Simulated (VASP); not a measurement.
# ZnSeS (P-6m2) in VASP: notebook

Runs on ZnSeS. Level: PBE. Tasks: single point, relaxation of cell and atoms.

Program: VASP 6.6.1. These are calculated values, not measurements. Logs are shortened: lines on timing, memory, paths and dates and some standing lists are left out, and cuts for length are marked.

## 1. The cell of the first run

It takes space group P-6m2 (No. 187, hexagonal). Conventional cell: a = 4.217 Å, b = 4.217 Å, c = 3.965 Å, α = 90.00°, β = 90.00°, γ = 120.00°. Within 3.2 Å of Zn (site symmetry -6m2) lie 3 Se at 2.43 Å and 6 S at 3.14 Å. Se (site symmetry -6m2) has 3 Zn at 2.43 Å and 6 S at 3.14 Å within 3.2 Å. Within 4.3 Å of S (site symmetry -6m2) lie 6 Se at 3.14 Å and 6 Zn at 3.14 Å and 8 S at 3.96 to 4.22 Å.

The cell was generated, and may not be a known phase.

## 2. Single point, PBE

INCAR

```
ALGO = Normal
EDIFF = 1E-6
ENCUT = 520
GGA = PE
ISIF = 2
ISMEAR = 0
LASPH = T
LCHARG = F
LREAL = F
LWAVE = F
NBANDS = 19
NELM = 60
PREC = Accurate
SIGMA = 0.1
```

KPOINTS

```
k-points
0
Gamma
  12 12 12
```

POSCAR

```
ZnSeS
1.0
    4.2167323965      0.0000000000      0.0000000000
   -2.1083661983      3.6517973763      0.0000000000
    0.0000000000      0.0000000000      3.9647929383
Zn Se S
1 1 1
Direct
    0.6666666667      0.3333333333      0.5000000000
    0.3333333333      0.6666666667      0.5000000000
    0.0000000000      0.0000000000      0.0000000000
```

Potentials or basis: VASP PAW PBE potentials, release 64 (Zn, Se, S).

The run is started by

```
> cat potpaw_PBE.64/Zn/POTCAR potpaw_PBE.64/Se/POTCAR potpaw_PBE.64/S/POTCAR > POTCAR
> mpirun -np 1 vasp_std > vasp.out
```

OUTCAR:

```text
EDIFF = 1E-6
   ENCUT = 520
   GGA = PE
   ISIF = 2
   ISMEAR = 0
   LASPH = T
   LREAL = F
   NELM = 60
   PREC = Accurate

 ion  position               nearest neighbor table
   1  0.667  0.333  0.500-   2 2.43   2 2.43   2 2.43
   2  0.333  0.667  0.500-   1 2.43   1 2.43   1 2.43
   3  0.000  0.000  0.000-

  LATTYP: Found a hexagonal cell.
 ALAT       =     4.2167323965
 C/A-ratio  =     0.9402524432

  Lattice vectors:

 A1 = (   4.2167323965,   0.0000000000,   0.0000000000)
 A2 = (  -2.1083661983,   3.6517973763,   0.0000000000)
 A3 = (   0.0000000000,   0.0000000000,   3.9647929383)

Analysis of symmetry for initial positions (statically):
=====================================================================
 Subroutine PRICEL returns:
 Original cell was already a primitive cell.

 Routine SETGRP: Setting up the symmetry group for a
 hexagonal supercell.

 Subroutine GETGRP returns: Found 12 space group operations
 (whereof 12 operations were pure point group operations)
 out of a pool of 24 trial point group operations.

The static configuration has the point symmetry D_3h.

Analysis of symmetry for dynamics (positions and initial velocities):
=====================================================================
 Subroutine PRICEL returns:
 Original cell was already a primitive cell.

 Routine SETGRP: Setting up the symmetry group for a
 hexagonal supercell.

 Subroutine GETGRP returns: Found 12 space group operations
 (whereof 12 operations were pure point group operations)
 out of a pool of 24 trial point group operations.

The dynamic configuration has the point symmetry D_3h.

 Subroutine INISYM returns: Found 12 space group operations
 (whereof 12 operations are pure point group operations),
 and found     1 'primitive' translations

----------------------------------------------------------------------------------------

                                     Primitive cell

  volume of cell :      61.0525

  direct lattice vectors                    reciprocal lattice vectors
     4.216732397  0.000000000  0.000000000     0.237150453  0.136918878  0.000000000
    -2.108366198  3.651797376  0.000000000     0.000000000  0.273837756  0.000000000
     0.000000000  0.000000000  3.964792938     0.000000000  0.000000000  0.252219981

  length of vectors
     4.216732397  4.216732396  3.964792938     0.273837756  0.273837756  0.252219981

  position of ions in fractional coordinates (direct lattice)
     0.666666667  0.333333333  0.500000000
     0.333333333  0.666666667  0.500000000
     0.000000000  0.000000000  0.000000000

  ion indices of the primitive-cell ions
   primitive index   ion index
                 1           1
                 2           2
                 3           3

----------------------------------------------------------------------------------------

 KPOINTS: k-points

Automatic generation of k-mesh.
 Grid dimensions read from file:
 generate k-points for:   12   12   12

 Generating k-lattice:

  Cartesian coordinates                     Fractional coordinates (reciprocal lattice)
     0.019762538  0.011409907  0.000000000     0.083333333  0.000000000  0.000000000
     0.000000000  0.022819813  0.000000000     0.000000000  0.083333333  0.000000000
     0.000000000  0.000000000  0.021018332     0.000000000  0.000000000  0.083333333

  Length of vectors
     0.022819813  0.022819813  0.021018332

  Shift w.r.t. Gamma in fractional coordinates (k-lattice)
     0.000000000  0.000000000  0.000000000

 Subroutine IBZKPT returns following result:
 ===========================================

 Found    133 irreducible k-points:

 Following reciprocal coordinates:
            Coordinates               Weight
  0.000000  0.000000  0.000000      1.000000
  0.083333  0.000000  0.000000      6.000000
  0.166667  0.000000  0.000000      6.000000
  0.250000  0.000000  0.000000      6.000000
  0.333333  0.000000  0.000000      6.000000
  0.416667  0.000000  0.000000      6.000000
[... 16 lines left out ...]
  0.250000  0.000000  0.083333     12.000000
  0.333333  0.000000  0.083333     12.000000
 [... further k-points ...]
   k-points           NKPTS =    133   k-points in BZ     NKDIM =    133   number of bands    NBANDS=     19
   number of dos      NEDOS =    301   number of ions     NIONS =      3
   total plane-waves  NPLWV =  30720
   dimension x,y,z NGX =    32 NGY =   32 NGZ =   30
   dimension x,y,z NGXF=    64 NGYF=   64 NGZF=   60
   ions per type =               1   1   1
   NGX,Y,Z   is equivalent  to a cutoff of  12.62, 12.62, 12.58 a.u.
   NGXF,Y,Z  is equivalent  to a cutoff of  25.23, 25.23, 25.16 a.u.
 SYSTEM =  unknown system
   PREC   = accura    normal or accurate (medium, high low for compatibility)
   ISTART =      0    job   : 0-new  1-cont  2-samecut
   ICHARG =      2    charge: 1-file 2-atom 10-const
   ISPIN  =      1    spin polarized calculation?
   LNONCOLLINEAR =      F non collinear calculations
   LSORBIT =      F    spin-orbit coupling
   LASPH  =      T    aspherical Exc in radial PAW
   ENCUT  =  520.0 eV  38.22 Ry    6.18 a.u.   7.84  7.84  7.37*2*pi/ulx,y,z
   NELM   =     60;   NELMIN=  2; NELMDL= -5     # of ELM steps
   EDIFF  = 0.1E-05   stopping-criterion for ELM
   LREAL  =      F    real-space projection
   EDIFFG = 0.1E-04   stopping-criterion for IOM
   NSW    =      0    number of steps for IOM
   IBRION =     -1    ionic relax: 0-MD 1-quasi-New 2-CG
   NFREE  =      0    steps in history (QN), initial steepest desc. (CG)
   ISIF   =      2    stress and relaxation
   ISYM   =      2    0-nonsym 1-usesym 2-fastsym
   POTIM  = 0.5000    time-step for ionic-motion
   TEBEG  =    0.0;   TEEND  =   0.0 temperature during run
   PSTRESS=    0.0 pullay stress
   NELECT =      24.0000    total number of electrons
   NUPDOWN=      -1.0000    fix difference up-down
   EMIN   =  10.00;   EMAX   =-10.00  energy-range for DOS
   EFERMI =   0.00;   METHOD = LEGACY
   ISMEAR =     0;   SIGMA  =   0.10  broadening in eV -4-tet -1-fermi 0-gaus
   EFERMI_NEDOS =   21; number of points for ismear=-14 and -15
   IALGO  =     38    algorithm
   IMIX   =      4    mixing-type and parameters
     AMIX     =   0.40;   BMIX     =  1.00
     AMIX_MAG =   1.60;   BMIX_MAG =  1.00
  volume/ion in A,a.u.               =      20.35       137.33
  Fermi-wavevector in a.u.,A,eV,Ry     =   1.199253  2.266260 19.568007  1.438208
  Thomas-Fermi vector in A             =   2.335121
   LORBIT       =      0    0 simple, 1 ext, 2 COOP (PROOUT), +10 PAW based schemes
   GGA     = PE    functional components
   LHFCALC =     F    Hartree Fock is set to
   AEXX    =    0.0000 exact exchange contribution
   IVDW    =     0    specifies the selected vdW correction
   LEPSILON=     F    determine dielectric tensor
   LRPA    =     F    only Hartree local field effects (RPA)
 non-spin polarized calculation
 Gauss-broadening in eV      SIGMA  =   0.10
  energy-cutoff  :      520.00
  volume of cell :       61.05
 maximum number of plane-waves:      1662
 NGX is ok and might be reduce to    32
   NGX = 15   NGY = 15   NGZ = 15

 number of electron      24.0000011 magnetization

 Free energy of the ion-electron system (eV)
  ---------------------------------------------------
  ext. energy  EPLUGINS =         0.00000000
  ---------------------------------------------------
  free energy    TOTEN  =        -7.80607597 eV

  energy without entropy =       -7.79623959  energy(sigma->0) =       -7.80115778

 E-fermi :   3.3981     XC(G=0): -10.0337

 val. band max:        3.3979863041   @ k =   0.1667   0.0833   0.5000
 cond. band min:       3.4004148456   @ k =   0.1667   0.1667   0.0000
 fundamental gap:      0.0024285414
 Fermi energy:         3.3981265344

 k-point     1 :       0.0000    0.0000    0.0000
  band No.  band energies     occupation
      1     -11.0863      2.00000
      2      -7.3534      2.00000
      3      -3.9186      2.00000
      4      -3.9186      2.00000
      5      -3.4336      2.00000
      6      -3.4336      2.00000
[... 11 lines left out ...]
     18      12.4724      0.00000
     19      13.7336      0.00000

 k-point     2 :       0.0833    0.0000    0.0000
  band No.  band energies     occupation
      1     -11.0393      2.00000
      2      -7.4053      2.00000
      3      -3.9032      2.00000
      4      -3.8995      2.00000
      5      -3.4421      2.00000
      6      -3.4343      2.00000
[... 11 lines left out ...]
     18      12.1024      0.00000
     19      13.5614      0.00000

 k-point     3 :       0.1667    0.0000    0.0000
  band No.  band energies     occupation
      1     -10.9026      2.00000
      2      -7.5537      2.00000
      3      -3.8595      2.00000
      4      -3.8481      2.00000
      5      -3.4644      2.00000
      6      -3.4361      2.00000
[... 11 lines left out ...]
     18      11.2628      0.00000
     19      13.2041      0.00000

 k-point     4 :       0.2500    0.0000    0.0000
  band No.  band energies     occupation
      1     -10.6913      2.00000
      2      -7.7779      2.00000
      3      -3.7949      2.00000
      4      -3.7791      2.00000
      5      -3.4926      2.00000
      6      -3.4387      2.00000
[... 407 lines left out ...]
     18      10.9873      0.00000
     19      13.4834      0.00000

 k-point    23 :       0.2500    0.0000    0.0833
  band No.  band energies     occupation
      1     -10.6581      2.00000
      2      -7.8032      2.00000
      3      -3.7928      2.00000
      4      -3.7900      2.00000
      5      -3.4926      2.00000
      6      -3.4424      2.00000
[... 11 lines left out ...]
     18      10.5504      0.00000
     19      13.1887      0.00000

 k-point    24 :       0.3333    0.0000    0.0833
  band No.  band energies     occupation
      1     -10.4083      2.00000
      2      -8.0490      2.00000
      3      -3.7226      2.00000
      4      -3.7222      2.00000
      5      -3.5177      2.00000
      6      -3.4454      2.00000
[... 11 lines left out ...]
     18      11.3920      0.00000
     19      12.9153      0.00000

 [... further k-points ...]

------------------------ aborting loop because EDIFF is reached ----------------------------------------

  FORCE on cell =-STRESS in cart. coord.  units (eV):
  Direction    XX          YY          ZZ          XY          YZ          ZX
  --------------------------------------------------------------------------------------
  -------------------------------------------------------------------------------------
  Total        0.0859754      0.0859754      0.0107835     -0.0000000     -0.0000000     -0.0000000
  in kB        2.2562214      2.2562214      0.2829887     -0.0000000     -0.0000000     -0.0000000
  external PRESSURE =       1.5984772 kB  Pullay stress =       0.0000000 kB

 VOLUME and BASIS-vectors are now :
 -----------------------------------------------------------------------------
  energy-cutoff  :      520.00
  volume of cell :       61.05
      direct lattice vectors                 reciprocal lattice vectors
     4.216732397  0.000000000  0.000000000     0.237150453  0.136918878  0.000000000
    -2.108366198  3.651797376  0.000000000     0.000000000  0.273837756  0.000000000
     0.000000000  0.000000000  3.964792938     0.000000000  0.000000000  0.252219981

 POSITION                                       TOTAL-FORCE (eV/Angst)
 -----------------------------------------------------------------------------------
      2.10837      1.21727      1.98240         0.000000      0.000000      0.000000
     -0.00000      2.43453      1.98240        -0.000000     -0.000000      0.000000
      0.00000      0.00000      0.00000        -0.000000      0.000000      0.000000
 -----------------------------------------------------------------------------------
    total drift:                                0.000001     -0.000001      0.000000

  FREE ENERGIE OF THE ION-ELECTRON SYSTEM (eV)
  ---------------------------------------------------
  free  energy   TOTEN  =        -7.8060759655 eV

  energy  without entropy=       -7.7962395878  energy(sigma->0) =       -7.80115778
```

It took 4.1 min on 1 thread of Intel Xeon 8259CL, shared host; peak memory 0.31 GiB.

What came out:

```
Free energy            : -7.8061 eV
Pressure               : 0.2 GPa
Band gap on the k mesh : zero (bands 12 and 13 overlap by 1.76 eV)
```

Stress tensor (GPa, compression positive):
```
0.23 0.00 0.00
0.00 0.23 0.00
0.00 0.00 0.03
```

## 3. Relaxation of cell and atoms, PBE

This run uses another cell than the first one, of 20.13 Å³/atom.

INCAR

```
SYSTEM = ZnSeS
ALGO = Normal
EDIFF = 1E-6
EDIFFG = -0.01
ENCUT = 600
GGA = PE
IBRION = 2
ISIF = 3
ISMEAR = 0
LASPH = .True.
LCHARG = .False.
LREAL = .False.
LWAVE = .False.
NELM = 100
NSW = 100
PREC = Accurate
SIGMA = 0.1
```

KPOINTS

```
k-points
0
Gamma
  12 12 12
  0 0 0
```

POSCAR

```
ZnSeS
1.0
    4.2203269487      0.0000000000      0.0000000000
   -2.1101634744      3.6549103499      0.0000000000
    0.0000000000      0.0000000000      3.9147667091
Zn Se S
1 1 1
Direct
    0.6666666667      0.3333333333      0.5000000000
    0.3333333333      0.6666666667      0.5000000000
    0.0000000000      0.0000000000      0.0000000000
```

Potentials or basis: VASP PAW PBE potentials, release 64 (Zn, Se, S).

The run is started by

```
> cat potpaw_PBE.64/Zn/POTCAR potpaw_PBE.64/Se/POTCAR potpaw_PBE.64/S/POTCAR > POTCAR
> mpirun -np 1 vasp_std > vasp.out
```

It took 23 min on 1 thread of Intel Xeon 8259CL, shared host; peak memory 0.35 GiB.

The run converged. Its results:

```
Free energy                           : -7.8060 eV
Relaxed volume                        : 20.37 Å³/atom
Relaxed cell                          : a = 4.222 Å, b = 4.222 Å, c = 3.959 Å, α = 90.00°, β = 90.00°, γ = 120.00°
Space group after relaxing (to 0.1 Å) : P-6m2 (No. 187)
Energy gained by relaxing             : 0.4 meV/atom
Ionic steps                           : 7
Pressure after relaxing               : 0.0 GPa
Band gap on the k mesh                : zero (bands 12 and 13 overlap by 1.76 eV)
```

The path:
```csv
step,energy change (eV),largest force (eV/Å),pressure (GPa),volume (Å³)
1,0.0000,0.0000,0.48,60.38
2,-0.0007,0.0000,-0.05,60.91
3,-0.0007,0.0000,0.00,60.87
4,-0.0009,0.0000,-0.04,60.92
5,-0.0011,0.0000,0.05,61.06
6,-0.0007,0.0000,0.03,61.34
7,-0.0012,0.0000,-0.01,61.12
```

Final structure:
```
CELL_PARAMETERS angstrom
4.22199 0.00000 0.00000
-2.11100 3.65635 0.00000
0.00000 0.00000 3.95904
ATOMIC_POSITIONS crystal
Zn 0.66667 0.33333 0.50000
Se 0.33333 0.66667 0.50000
S 0.00000 0.00000 0.00000
```

Levels at points of the mesh, in eV from the Fermi level:
| k point | band 10 | band 11 | band 12 | band 13 | band 14 | band 15 |
| --- | --- | --- | --- | --- | --- | --- |
| (0.00, 0.00, 0.00) | -2.30 | -1.12 | -1.12 | 0.34 | 1.27 | 4.75 |
| (0.50, 0.00, 0.00) | -1.71 | -1.05 | -0.73 | 0.47 | 2.33 | 5.77 |
| (0.00, 0.00, 0.50) | -1.68 | -1.68 | -1.10 | -1.10 | 2.50 | 4.35 |
| (0.50, 0.00, 0.50) | -2.98 | -1.46 | -1.31 | -0.11 | 4.08 | 4.67 |
